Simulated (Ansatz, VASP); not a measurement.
**One calculation of CdF2, two programs**

Contents of INCAR:

```
SYSTEM = CdF2
PREC = Accurate ; ENCUT = 520
EDIFF = 1E-8 ; ISMEAR = -1
SIGMA = 0.03 ; LREAL = .False.
LASPH = .True. ; NELM = 120
ALGO = Normal ; ISIF = 2
LWAVE = .False. ; LCHARG = .False.
GGA = PE ; LEFG = .True.
NBANDS = 24 ; GGA_COMPAT = .False.
```

KPOINTS

```
regular mesh
0
Gamma
  7 7 7
  0 0 0
```

Contents of POSCAR:

```
CdF2
1.0
    0.0000000000      2.7005188915      2.7005188915
    2.7005188915      0.0000000000      2.7005188915
    2.7005188915      2.7005188915      0.0000000000
Cd F
1 2
Direct
   -0.1125000000      0.0375000000      0.0375000000
    0.3625000000      0.2125000000      0.2125000000
    0.7500000000      0.7500000000      0.7500000000
```

Input for Ansatz:

```yaml
crystal:
  lattice:
    - [0.0, 2.7005188915, 2.7005188915]
    - [2.7005188915, 0.0, 2.7005188915]
    - [2.7005188915, 2.7005188915, 0.0]
  atoms:
    - { symbol: Cd, position: [-0.1125, 0.0375, 0.0375] }
    - { symbol: F, position: [0.3625, 0.2125, 0.2125] }
    - { symbol: F, position: [0.75, 0.75, 0.75] }
kpoints:
  mp_grid: { grid: [7, 7, 7] }
scf:
  occupations: { method: fermi_dirac, width: 0.03 }
hamiltonian:
  xc: pbe
  pseudopotentials: { kind: paw }
output:
  forces: true
  stress: true
  eigenvalues: true
  efg: { contact_densities: true }
  populations: true
```

Change from the starting cell: shortest bond scaled by 0.7, PAW files.

Alike in both runs: task electric field gradients; functional PBE; k mesh 7 × 7 × 7; occupations fermi-dirac, width 0.03 eV; no spin polarisation.

|  | VASP | Ansatz |
| --- | --- | --- |
| version | VASP 6.6.1 | Ansatz 0.2.0 |
| potentials or method | VASP PAW PBE potentials, release 64 (Cd_sv_GW, F) | PAW with Ansatz's default frozen-core files, scalar-relativistic |
| plane-wave cutoff (eV) | 520 | 420 |
| valence electrons in the cell | 34 | 34 |

|  | VASP | Ansatz | Ansatz less VASP |
| --- | --- | --- | --- |
| gap on the k mesh at the Fermi level (eV) | 2.31 | 2.31 | -0.002 |
| rms of the force components (eV/Å) | 8.767 | 8.679 | -0.0886 |
| size of Vzz on the site where it differs most (V/Å²) | 284.9 | 281.4 | -3.52 |

Atom by atom the forces differ by 0.089 eV/Å (rms over components). The functional is the same, so the differences come from potentials, cutoffs and numerics.
